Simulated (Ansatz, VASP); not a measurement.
**Si3Ge2 in VASP and in Ansatz**

```
Si Ge
1.0
     2.74557    0.00000    0.00000
    -1.37278    2.37773    0.00000
     0.00000    0.00000   12.89124
Si Ge
3 2
Direct
  0.00000 0.00000 0.80000
  0.00000 0.00000 0.00000
  0.00000 0.00000 0.20000
  0.00000 0.00000 0.40000
  0.00000 0.00000 0.60000
```

Alike in both runs: task single point; functional PBE; k mesh 6 × 6 × 2; occupations gaussian, width 0.1 eV; no spin polarisation.

|  | VASP | Ansatz |
| --- | --- | --- |
| version | VASP 6.6.1 | Ansatz 0.2.0 |
| potentials or method | VASP PAW PBE potentials, release 64 (Si, Ge_d), cutoff 520 eV | scalar-relativistic, plane waves, PAW |
| valence electrons in the cell | 40 | 40 |

```tsv
	VASP	Ansatz	Ansatz less VASP
gap on the k mesh at the Fermi level (eV)	none	none	-
pressure (GPa)	2.0	2.1	+0.02
traceless stress, the component that is largest in VASP (GPa)	10.99	11.00	+0.006
rms of the force components (eV/Å)	0.251	0.249	-0.0018
```

Atom by atom the forces differ by 0.002 eV/Å (rms over components). A gap of «none» marks a metal or a gap that the smearing closes.

The k mesh is coarse, so the values compare programs but aren't converged.
